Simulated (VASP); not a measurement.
# Cd32O31 (a cell with a defect) in VASP: single point with PBEsol

Aim: the single point of Cd32O31 (a cell with a defect) with PBEsol.

All numbers are computed with VASP 6.6.1; they aren't measurements. Logs are shortened: lines on timing, memory, paths and dates and some standing lists are left out, and cuts for length are marked.

## Step 1: The cell of the first run

The cell holds a defect, 63 atoms: a = 9.381 Å, b = 9.381 Å, c = 9.381 Å, α = 90.00°, β = 90.00°, γ = 90.00°.

## Step 2: Single point, PBEsol

Contents of INCAR:

```
PREC = Accurate ; ENCUT = 520
EDIFF = 1E-6 ; ISMEAR = -1
SIGMA = 0.05 ; LREAL = Auto
LASPH = T ; NELM = 120
ALGO = Normal ; ISIF = 2
LWAVE = F ; LCHARG = F
GGA = PS ; ISYM = -1
NBANDS = 322 ; GGA_COMPAT = F
```

Contents of KPOINTS:

```
explicit points
1
Reciprocal
  0.25000000   0.25000000   0.25000000 1
```

Contents of POSCAR:

```
Cd32O31
1.0
    9.3811470000      0.0000000000      0.0000000000
    0.0000000000      9.3811470000      0.0000000000
    0.0000000000      0.0000000000      9.3811470000
O Cd
31 32
Direct
    0.2499650000      0.0002800000      0.9999100000
    0.2497710000      0.0002730000      0.4999100000
    0.2500120000      0.5002180000      0.9999300000
    0.7498930000      0.0001980000      0.9999020000
    0.7498820000      0.0002690000      0.4999420000
    0.7499600000      0.5003500000      0.9998290000
    0.7498890000      0.5001970000      0.4998550000
    0.0012010000      0.2515210000      0.0005160000
    0.0045070000      0.2550950000      0.5007300000
    0.0009190000      0.7495760000      0.9999630000
    0.0038530000      0.7459270000      0.4999220000
    0.4990840000      0.2512410000      0.9999280000
    0.4957810000      0.2542160000      0.4998840000
    0.4986750000      0.7491170000      0.9992760000
    0.4950830000      0.7455250000      0.4992750000
    0.0012660000      0.0008420000      0.2513000000
    0.0008290000      0.0003150000      0.7490860000
    0.0045100000      0.5011120000      0.2544280000
    0.0039170000      0.5002890000      0.7460120000
    0.4989990000      0.0001900000      0.2507100000
    0.4985790000      0.9998470000      0.7485450000
    0.4962240000      0.5002730000      0.2538320000
    0.4952130000      0.4994990000      0.7449630000
    0.2508830000      0.2551980000      0.2547170000
    0.2499240000      0.2543540000      0.7458840000
    0.2499830000      0.7461020000      0.2539950000
    0.2490580000      0.7455570000      0.7451650000
    0.7504490000      0.2514800000      0.2512120000
    0.7498760000      0.2510980000      0.7492030000
    0.7499090000      0.7496130000      0.2507520000
    0.7494480000      0.7490660000      0.7485960000
    0.9993630000      0.0005270000      0.0001860000
    0.9988450000      0.0005370000      0.5001830000
    0.9990260000      0.5004480000      0.0002230000
    0.9945120000      0.5005260000      0.5002160000
    0.5004780000      0.0001720000      0.9996490000
    0.5008210000      0.9999280000      0.4997170000
    0.5009430000      0.5001990000      0.9995000000
    0.5052560000      0.4999190000      0.4994790000
    0.2500750000      0.2492880000      0.0001530000
    0.2502350000      0.2449050000      0.5003590000
    0.2498380000      0.7512400000      0.9996620000
    0.2494770000      0.7557190000      0.4995530000
    0.7501210000      0.2497890000      0.0001580000
    0.7500370000      0.2493290000      0.5001050000
    0.7497890000      0.7508230000      0.9997000000
    0.7495860000      0.7512110000      0.4996670000
    0.2500670000      0.0006120000      0.2489590000
    0.2497480000      0.9999730000      0.7509050000
    0.2504780000      0.5006610000      0.2445030000
    0.2494970000      0.4999690000      0.7552950000
    0.7501100000      0.0005740000      0.2493620000
    0.7497060000      0.0001300000      0.7504620000
    0.7502970000      0.5004780000      0.2488860000
    0.7496960000      0.5001690000      0.7507610000
    0.0000100000      0.2504030000      0.2500940000
    0.9993430000      0.2498050000      0.7508590000
    0.9994420000      0.7511700000      0.2494470000
    0.9989770000      0.7507730000      0.7504560000
    0.5008110000      0.2498240000      0.2494150000
    0.5004260000      0.2494520000      0.7504150000
    0.5004990000      0.7508150000      0.2489590000
    0.4998990000      0.7502640000      0.7497550000
```

Potentials or basis: VASP PAW PBE potentials, release 64 (O, Cd).

On the command line:

```
$ cat potpaw_PBE.64/O/POTCAR potpaw_PBE.64/Cd/POTCAR > POTCAR
$ mpirun -np 1 vasp_std > vasp.out
```

OUTCAR:

```text
PREC = Accurate
   ENCUT = 520
   EDIFF = 1E-6
   ISMEAR = -1
   LREAL = Auto
   LASPH = T
   NELM = 120
   ISIF = 2
   GGA = PS
   ISYM = -1

 ion  position               nearest neighbor table
   1  0.250  0.000  1.000-  49 2.34  40 2.34  42 2.34  48 2.34  36 2.35  32 2.35
   2  0.250  0.000  0.500-  43 2.29  41 2.29  33 2.35  48 2.35  49 2.35  37 2.36
   3  0.250  0.500  1.000-  50 2.29  51 2.29  40 2.35  38 2.35  34 2.35  42 2.35
   4  0.750  0.000  1.000-  46 2.34  36 2.34  53 2.34  52 2.34  32 2.34  44 2.34
   5  0.750  0.000  0.500-  33 2.34  47 2.34  45 2.34  37 2.34  53 2.35  52 2.35
   6  0.750  0.500  1.000-  38 2.34  54 2.34  34 2.34  55 2.34  46 2.35  44 2.35
[... 23 lines left out ...]
  30  0.750  0.750  0.251-  47 2.34  54 2.34  62 2.34  58 2.34  52 2.35  46 2.36
[... 42 lines left out ...]
                            60 3.31  58 3.31  36 3.31  62 3.31  46 3.31  45 3.31  33 3.31  37 3.31
  53  0.750  0.000  0.750-   4 2.34   5 2.35  29 2.35  31 2.36  17 2.36  21 2.36  36 3.31  46 3.31
                            61 3.31  59 3.31  57 3.31  44 3.31  32 3.31  33 3.31  45 3.31  37 3.31
  54  0.750  0.500  0.249-  28 2.34   6 2.34  30 2.34   7 2.35  22 2.38  18 2.39  35 3.29  39 3.29
                            34 3.30  38 3.31  44 3.31  46 3.31  56 3.32  58 3.32  62 3.32  60 3.32
  55  0.750  0.500  0.751-  31 2.34   6 2.34  29 2.34   7 2.35  19 2.39  23 2.39  35 3.29  39 3.29
                            38 3.30  34 3.31  46 3.31  44 3.32  59 3.32  63 3.32  61 3.32  57 3.32
  56  0.000  0.250  0.250-  28 2.34  16 2.34   8 2.34   9 2.35  18 2.35  24 2.35  52 3.31  32 3.32
                            54 3.32  44 3.32  48 3.32  34 3.32  33 3.32  45 3.32  40 3.32  35 3.32
  57  0.999  0.250  0.751-  29 2.34  17 2.34   8 2.34   9 2.35  19 2.35  25 2.35  44 3.31  32 3.31
                            53 3.31  33 3.32  34 3.32  55 3.32  40 3.32  45 3.32  49 3.32  51 3.32
  58  0.999  0.751  0.249-  10 2.34  30 2.34  16 2.34  18 2.35  11 2.35  26 2.35  32 3.31  52 3.31
                            46 3.31  54 3.32  34 3.32  48 3.32  47 3.32  33 3.32  42 3.32  43 3.32
  59  0.999  0.751  0.750-  10 2.34  31 2.34  17 2.34  27 2.35  19 2.35  11 2.35  46 3.31  53 3.31
                            32 3.31  55 3.32  49 3.32  33 3.32  42 3.32  34 3.32  47 3.32  35 3.32
  60  0.501  0.250  0.249-  12 2.34  20 2.34  28 2.34  24 2.35  22 2.35  13 2.35  52 3.31  44 3.31
                            36 3.31  45 3.32  48 3.32  40 3.32  54 3.32  37 3.32  39 3.32  38 3.32
  61  0.500  0.249  0.750-  29 2.34  12 2.34  21 2.34  23 2.35  25 2.35  13 2.35  36 3.31  53 3.31
                            44 3.31  38 3.32  45 3.32  55 3.32  40 3.32  49 3.32  37 3.32  41 3.32
  62  0.500  0.751  0.249-  20 2.34  30 2.34  14 2.34  15 2.35  26 2.35  22 2.35  46 3.31  36 3.31
                            52 3.31  47 3.32  37 3.32  42 3.32  38 3.32  54 3.32  50 3.32  48 3.32
  63  0.500  0.750  0.750-  14 2.34  31 2.34  21 2.34  15 2.35  23 2.35  27 2.35  53 3.31  37 3.31
                            47 3.32  36 3.32  38 3.32  46 3.32  49 3.32  55 3.32  42 3.32  39 3.32

IMPORTANT INFORMATION: All symmetrisations will be switched off!
NOSYMM: (Re-)initialisation of all symmetry stuff for point group C_1.

----------------------------------------------------------------------------------------

                                     Primitive cell

  volume of cell :     825.5965

  direct lattice vectors                    reciprocal lattice vectors
     9.381147000  0.000000000  0.000000000     0.106596773  0.000000000  0.000000000
     0.000000000  9.381147000  0.000000000     0.000000000  0.106596773  0.000000000
     0.000000000  0.000000000  9.381147000     0.000000000  0.000000000  0.106596773

  length of vectors
     9.381147000  9.381147000  9.381147000     0.106596773  0.106596773  0.106596773

  position of ions in fractional coordinates (direct lattice)
     0.249965000  0.000280000  0.999910000
     0.249771000  0.000273000  0.499910000
     0.250012000  0.500218000  0.999930000
     0.749893000  0.000198000  0.999902000
     0.749882000  0.000269000  0.499942000
     0.749960000  0.500350000  0.999829000
[... 55 lines left out ...]
     0.500499000  0.750815000  0.248959000
     0.499899000  0.750264000  0.749755000

  ion indices of the primitive-cell ions
   primitive index   ion index
                 1           1
                 2           2
                 3           3
                 4           4
                 5           5
                 6           6
[... 55 lines left out ...]
                62          62
                63          63

----------------------------------------------------------------------------------------

 KPOINTS: explicit points

Read explicit list of k-points.

 Found      1 k-points:

 Following reciprocal coordinates:
            Coordinates               Weight
  0.250000  0.250000  0.250000      1.000000
   k-points           NKPTS =      1   k-points in BZ     NKDIM =      1   number of bands    NBANDS=    322
   number of dos      NEDOS =    301   number of ions     NIONS =     63
   total plane-waves  NPLWV = 343000
   dimension x,y,z NGX =    70 NGY =   70 NGZ =   70
   dimension x,y,z NGXF=   140 NGYF=  140 NGZF=  140
   ions per type =              31  32
   NGX,Y,Z   is equivalent  to a cutoff of  12.40, 12.40, 12.40 a.u.
   NGXF,Y,Z  is equivalent  to a cutoff of  24.81, 24.81, 24.81 a.u.
 SYSTEM =  unknown system
   PREC   = accura    normal or accurate (medium, high low for compatibility)
   ISTART =      0    job   : 0-new  1-cont  2-samecut
   ICHARG =      2    charge: 1-file 2-atom 10-const
   ISPIN  =      1    spin polarized calculation?
   LNONCOLLINEAR =      F non collinear calculations
   LSORBIT =      F    spin-orbit coupling
   LASPH  =      T    aspherical Exc in radial PAW
   ENCUT  =  520.0 eV  38.22 Ry    6.18 a.u.  17.44 17.44 17.44*2*pi/ulx,y,z
   NELM   =    120;   NELMIN=  2; NELMDL= -5     # of ELM steps
   EDIFF  = 0.1E-05   stopping-criterion for ELM
   LREAL  =      T    real-space projection
   EDIFFG = 0.1E-04   stopping-criterion for IOM
   NSW    =      0    number of steps for IOM
   IBRION =     -1    ionic relax: 0-MD 1-quasi-New 2-CG
   NFREE  =      0    steps in history (QN), initial steepest desc. (CG)
   ISIF   =      2    stress and relaxation
   ISYM   =     -1    0-nonsym 1-usesym 2-fastsym
   POTIM  = 0.5000    time-step for ionic-motion
   TEBEG  =    0.0;   TEEND  =   0.0 temperature during run
   PSTRESS=    0.0 pullay stress
   NELECT =     570.0000    total number of electrons
   NUPDOWN=      -1.0000    fix difference up-down
   EMIN   =  10.00;   EMAX   =-10.00  energy-range for DOS
   EFERMI =   0.00;   METHOD = LEGACY
   ISMEAR =    -1;   SIGMA  =   0.05  broadening in eV -4-tet -1-fermi 0-gaus
   EFERMI_NEDOS =   21; number of points for ismear=-14 and -15
   IALGO  =     38    algorithm
   IMIX   =      4    mixing-type and parameters
     AMIX     =   0.40;   BMIX     =  1.00
     AMIX_MAG =   1.60;   BMIX_MAG =  1.00
  volume/ion in A,a.u.               =      13.10        88.43
  Fermi-wavevector in a.u.,A,eV,Ry     =   1.446918  2.734278 28.484762  2.093571
  Thomas-Fermi vector in A             =   2.564932
   LORBIT       =      0    0 simple, 1 ext, 2 COOP (PROOUT), +10 PAW based schemes
   GGA     = PS    functional components
   LHFCALC =     F    Hartree Fock is set to
   AEXX    =    0.0000 exact exchange contribution
   IVDW    =     0    specifies the selected vdW correction
   LEPSILON=     F    determine dielectric tensor
   LRPA    =     F    only Hartree local field effects (RPA)
 non-spin polarized calculation
  energy-cutoff  :      520.00
  volume of cell :      825.60
 maximum number of plane-waves:     22259
 NGX is ok and might be reduce to    70
   NGX = 35   NGY = 35   NGZ = 35

 number of electron     569.9999750 magnetization

 Free energy of the ion-electron system (eV)
  ---------------------------------------------------
  ext. energy  EPLUGINS =         0.00000000
  ---------------------------------------------------
  free energy    TOTEN  =      -264.76327723 eV

  energy without entropy =     -264.76326472  energy(sigma->0) =     -264.76327098

 E-fermi :   3.0618     XC(G=0): -11.9403

 val. band max:        2.4485252503   @ k =   0.2500   0.2500   0.2500
 cond. band min:       3.6750230589   @ k =   0.2500   0.2500   0.2500
 fundamental gap:      1.2264978086
 Fermi energy:         3.0617741733

 k-point     1 :       0.2500    0.2500    0.2500
  band No.  band energies     occupation
      1     -15.3561      2.00000
      2     -15.1442      2.00000
      3     -15.1439      2.00000
      4     -15.1005      2.00000
      5     -14.9464      2.00000
      6     -14.9462      2.00000
[... 289 lines left out ...]
    296       6.1992      0.00000
    297       6.2459      0.00000
 [bands above 297 left out]

------------------------ aborting loop because EDIFF is reached ----------------------------------------

  FORCE on cell =-STRESS in cart. coord.  units (eV):
  Direction    XX          YY          ZZ          XY          YZ          ZX
  --------------------------------------------------------------------------------------
  -------------------------------------------------------------------------------------
  Total       10.5794175     10.5375684     10.5513865      0.2438987      0.2491985      0.2377249
  in kB       20.5307358     20.4495222     20.4763380      0.4733171      0.4836021      0.4613361
  external PRESSURE =      20.4855320 kB  Pullay stress =       0.0000000 kB

 VOLUME and BASIS-vectors are now :
 -----------------------------------------------------------------------------
  energy-cutoff  :      520.00
  volume of cell :      825.60
      direct lattice vectors                 reciprocal lattice vectors
     9.381147000  0.000000000  0.000000000     0.106596773  0.000000000  0.000000000
     0.000000000  9.381147000  0.000000000     0.000000000  0.106596773  0.000000000
     0.000000000  0.000000000  9.381147000     0.000000000  0.000000000  0.106596773

 POSITION                                       TOTAL-FORCE (eV/Angst)
 -----------------------------------------------------------------------------------
      2.34496      0.00263      9.38030        -0.001634      0.004151      0.002381
      2.34314      0.00256      4.68973         0.000410      0.003402     -0.001175
      2.34540      4.69262      9.38049         0.000434      0.004489     -0.002636
      7.03486      0.00186      9.38023         0.000659      0.006838     -0.001225
      7.03475      0.00252      4.69003        -0.000357      0.002517     -0.000122
      7.03549      4.69386      9.37954        -0.000494      0.002004     -0.001625
[... 55 lines left out ...]
      4.69525      7.04351      2.33552         0.002905      0.003967     -0.002633
      4.68963      7.03834      7.03356         0.000827      0.002417      0.009708
 -----------------------------------------------------------------------------------
    total drift:                               -0.000594      0.022862     -0.012312

  FREE ENERGIE OF THE ION-ELECTRON SYSTEM (eV)
  ---------------------------------------------------
  free  energy   TOTEN  =      -264.7632772302 eV

  energy  without entropy=     -264.7632647241  energy(sigma->0) =     -264.76327098
```

It took 14 min on 1 thread of Intel Xeon Platinum 8259CL at 2.50GHz (Skylake/Cascade Lake), shared host; peak memory 0.78 GiB.

What came out:

```yaml
Free_energy: -264.7633 eV
Pressure: 2.0 GPa
Largest_force: 0.088 eV/Å
Band_gap_on_the_k_mesh: 1.23 eV
```

Forces on the atoms (eV/Å):
```
O   -0.002  0.004  0.002
O    0.000  0.003 -0.001
O    0.000  0.004 -0.003
O    0.001  0.007 -0.001
O    0.000  0.003  0.000
O    0.000  0.002 -0.002
O   -0.001  0.004  0.000
O    0.001 -0.003  0.000
O   -0.010 -0.016  0.002
O    0.002 -0.005  0.000
O   -0.008  0.018 -0.001
O   -0.002 -0.001  0.000
O    0.015 -0.005  0.001
O   -0.002 -0.002  0.000
O    0.017  0.016 -0.011
O    0.001  0.000 -0.002
O    0.001  0.000 -0.002
O   -0.005 -0.001 -0.010
O   -0.011 -0.004  0.005
O   -0.004  0.005  0.004
O    0.002 -0.002  0.002
O    0.006  0.004 -0.006
O    0.012 -0.001  0.019
O   -0.011 -0.020 -0.015
O   -0.003 -0.010  0.010
O    0.000  0.014 -0.009
O    0.004  0.014  0.016
O   -0.004 -0.004 -0.006
O    0.002  0.000 -0.003
O    0.001 -0.005  0.001
O    0.002  0.003  0.005
Cd   0.002  0.000 -0.001
Cd   0.002 -0.001 -0.003
Cd  -0.002  0.003  0.000
Cd   0.087  0.005  0.004
Cd  -0.002 -0.001  0.001
Cd   0.001  0.001 -0.002
Cd   0.001 -0.001 -0.001
Cd  -0.086 -0.005 -0.005
Cd   0.002  0.001  0.004
Cd   0.000  0.082  0.002
Cd  -0.003  0.001 -0.003
Cd  -0.004 -0.088 -0.003
Cd   0.000  0.001  0.000
Cd   0.004 -0.004  0.002
Cd  -0.001 -0.001 -0.001
Cd  -0.001  0.001  0.003
Cd   0.002  0.001 -0.001
Cd  -0.001  0.000  0.000
Cd  -0.005  0.003  0.085
Cd   0.002 -0.004 -0.084
Cd   0.001 -0.002  0.002
Cd  -0.001 -0.003  0.000
Cd  -0.001  0.000 -0.001
Cd  -0.004 -0.002  0.005
Cd  -0.002 -0.005 -0.009
Cd  -0.003 -0.007  0.006
Cd  -0.005  0.007 -0.008
Cd  -0.002  0.008  0.005
Cd   0.009 -0.011 -0.008
Cd   0.005 -0.007  0.006
Cd   0.003  0.004 -0.003
Cd   0.001  0.002  0.010
```

Levels at points of the mesh, in eV from the valence-band top:
```csv
k point,band 283,band 284,band 285,band 286,band 287,band 288
"(0.25, 0.25, 0.25)",-0.73,-0.73,0.00,1.23,1.95,1.95
```

Caveat: the PAW data sets were made with another functional, which shifts forces and pressure a little.
